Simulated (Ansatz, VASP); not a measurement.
# Yb: VASP beside Ansatz

```
CELL_PARAMETERS angstrom
0.00000 2.70603 2.70603
2.70603 0.00000 2.70603
2.70603 2.70603 0.00000
ATOMIC_POSITIONS crystal
Yb 0.00000 0.00000 0.00000
```

Change from the starting cell: volume scaled by 0.96, PAW files.

Alike in both runs: task electric field gradients; functional PBE; k mesh 12 × 12 × 12; occupations fermi-dirac, width 0.05 eV; no spin polarisation.

|  | VASP | Ansatz |
| --- | --- | --- |
| version | VASP 6.6.1 | Ansatz 0.2.0 |
| potentials or method | VASP PAW PBE potentials, release 64 (Yb) | PAW with Ansatz's default frozen-core files, scalar-relativistic |
| plane-wave cutoff (eV) | 520 | 420 |
| valence electrons in the cell | 24 | 24 |

Ansatz gave:

* pressure (GPa): -1.7

Task: Which values does VASP return?

Result: Pressure (GPa): -2.0.

Spin-orbit coupling is off throughout.
